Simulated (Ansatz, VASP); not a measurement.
BaZn2H6: VASP beside Ansatz

Contents of INCAR:

```
  PREC = Accurate
  ENCUT = 600
  EDIFF = 1E-7
  ISMEAR = 0
  SIGMA = 0.1
  LREAL = False
  LASPH = True
  NELM = 60
  ALGO = Normal
  ISIF = 3
  LWAVE = False
  LCHARG = False
  GGA = PE
  IBRION = 2
  NSW = 90
  EDIFFG = -0.04
```

File KPOINTS:

```
Automatic mesh
0
Gamma
  4 4 4
```

Contents of POSCAR:

```
BaZn2H6
1.0
    6.3972964900      0.0000000000      0.0000000000
    0.0000000000      6.3972964900      0.0000000000
    0.0000000000      0.0000000000      4.5235717300
Ba Zn H
1 2 6
Direct
    0.5000000000      0.5000000000      0.5000000000
    0.0000000000      0.5000000000      0.0000000000
    0.5000000000      0.0000000000      0.0000000000
    0.0000000000      0.5000000000      0.5000000000
    0.5000000000      0.0000000000      0.5000000000
    0.2500000000      0.7500000000      0.0000000000
    0.7500000000      0.2500000000      0.0000000000
    0.2500000000      0.2500000000      0.0000000000
    0.7500000000      0.7500000000      0.0000000000
```

Input for Ansatz:

```yaml
crystal:
  lattice:
    - [6.39729649, 0.0, 0.0]
    - [0.0, 6.39729649, 0.0]
    - [0.0, 0.0, 4.52357173]
  atoms:
    - { symbol: Ba, position: [0.5, 0.5, 0.5] }
    - { symbol: Zn, position: [0.0, 0.5, 0.0] }
    - { symbol: Zn, position: [0.5, 0.0, 0.0] }
    - { symbol: H, position: [0.0, 0.5, 0.5] }
    - { symbol: H, position: [0.5, 0.0, 0.5] }
    - { symbol: H, position: [0.25, 0.75, 0.0] }
    - { symbol: H, position: [0.75, 0.25, 0.0] }
    - { symbol: H, position: [0.25, 0.25, 0.0] }
    - { symbol: H, position: [0.75, 0.75, 0.0] }
basis:
  ecutwfc: 420
kpoints:
  mp_grid: { grid: [4, 4, 4] }
hamiltonian:
  xc: pbe
scf:
  occupations: { method: gaussian, width: 0.1 }
  lower_state_search: "off"
output:
  forces: true
  stress: true
  eigenvalues: true
relax:
  adjacent_minimum: "off"
  f_tol: 0.04
  max_steps: 70
  cell: { stress_tol: 0.4 }
```

Change from the starting cell: ordered vacancies on the A sites of perovskite (P4/mmm, No. 123).

Alike in both runs: task relaxation of cell and atoms; functional PBE; k mesh 4 × 4 × 4; occupations gaussian, width 0.1 eV; no spin polarisation.

|  | VASP | Ansatz |
| --- | --- | --- |
| version | VASP 6.6.1 | Ansatz 0.2.0 |
| potentials or method | VASP PAW PBE potentials, release 64 (Ba_sv, Zn, H), cutoff 600 eV | scalar-relativistic, plane waves, PAW |
| valence electrons in the cell | 40 | 40 |

|  | VASP | Ansatz | Ansatz less VASP |
| --- | --- | --- | --- |
| gap on the k mesh at the Fermi level, each at its own relaxed structure (eV) | none | none | - |
| relaxed volume (Å³/atom) | 12.53 | 12.37 | -0.166 |
| relaxed cell length with the largest relative difference (Å) | 3.956 | 3.922 | -0.0343 |

A gap of «none» marks a metal or a gap that the smearing closes.

Neither program's run includes spin-orbit coupling. Noted on VASP's run: the volume moved by over 15 % at a fixed basis, so the end points are rough.
